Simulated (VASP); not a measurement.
Runs of VASP 6.6.1 on K7Mg7InF24 (a cell with a defect). The cell holds a defect, 39 atoms: a = 7.983 Å, b = 7.983 Å, c = 7.983 Å, α = 90.00°, β = 90.00°, γ = 90.00°. 

```tsv
level	potentials or basis	smearing	gap on the mesh (eV)	pressure (GPa)	largest force (eV/Å)
PBE	VASP PAW PBE potentials, release 64 (K_sv, In_d, Mg, F)	fermi-dirac 0.05 eV	(b)	5.9	5.35
PBEsol	VASP PAW PBE potentials, release 64 (K_sv, In_d, Mg, F)	fermi-dirac 0.05 eV	5.76	2.4	5.17
LDA	VASP PAW LDA potentials, release 64 (K_sv, In_d, Mg, F)	fermi-dirac 0.05 eV	(a)	-2.6	5.04
PBEsol	VASP PAW PBE potentials, release 64 (K_sv, In_d, Mg, F)	methfessel-paxton 0.05 eV	5.76	2.4	5.17
PBEsol+D4	VASP PAW PBE potentials, release 64 (K_sv, In_d, Mg, F)	fermi-dirac 0.05 eV	5.76	1.8	5.17
```

Alike in all rows: task single point; no spin polarisation; cell as given; k mesh 1 × 1 × 1, shifted; cutoff (eV) 520.

Task: Estimate the missing entries.

Result: (a) 5.65; (b) 5.87.

Caveats: spin-orbit coupling is left out, which moves the levels of the heavy elements; the PAW data sets were made with another functional, which shifts forces and pressure a little (at least some runs).

A k mesh can miss the band edges, and the runs leave out spin-orbit coupling on In.
